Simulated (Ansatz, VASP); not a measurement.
## Ag: VASP beside Ansatz

```
CELL_PARAMETERS angstrom
0.00000 2.10200 2.01792
2.10200 0.00000 2.01792
2.10200 2.10200 0.00000
ATOMIC_POSITIONS crystal
Ag 0.00000 0.00000 0.00000
```

Alike in both runs: task single point; functional PBE; k mesh 28 × 28 × 28; occupations gaussian, width 0.15 eV; no spin polarisation.

|  | VASP | Ansatz |
| --- | --- | --- |
| version | VASP 6.6.1 | Ansatz 0.2.0 |
| potentials or method | VASP PAW PBE potentials, release 64 (Ag), cutoff 520 eV | scalar-relativistic, plane waves, PAW |
| valence electrons in the cell | 11 | 19 |

|  | VASP | Ansatz | Ansatz less VASP |
| --- | --- | --- | --- |
| gap on the k mesh at the Fermi level (eV) | none | none | - |
| pressure (GPa) | 0.0 | 0.1 | +0.06 |
| traceless stress, the component that is largest in VASP (GPa) | 0.65 | 0.66 | +0.010 |

A gap of «none» marks a metal or a gap that the smearing closes. VASP's potentials hold 11 valence electrons a cell and Ansatz's 19, so a difference there can come from the potentials and not from the codes.
